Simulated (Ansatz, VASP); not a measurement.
# Mn: VASP beside Ansatz

```
Mn
1.0
     2.23440    0.00000    0.00000
     0.00000    2.23440    0.00000
     0.00000    0.00000    2.23440
Mn
1
Direct
  0.00000 0.00000 0.00000
```

Alike in both runs: task single point; functional revPBE; k mesh 15 × 15 × 15; occupations fermi-dirac, width 0.1 eV; no spin polarisation.

```csv
,VASP,Ansatz
version,VASP 6.6.1,Ansatz 0.2.0
potentials or method,"VASP PAW PBE potentials, release 64 (Mn_pv), cutoff 520 eV","plane waves (420 eV) with PAW, scalar-relativistic"
valence electrons in the cell,13,15
```

|  | VASP | Ansatz | Ansatz less VASP |
| --- | --- | --- | --- |
| pressure (GPa) | 20.4 | 19.8 | -0.54 |

VASP's potentials were made for PBE, not for revPBE. VASP's potentials hold 13 valence electrons a cell and Ansatz's 15, so a difference there can come from the potentials and not from the codes.
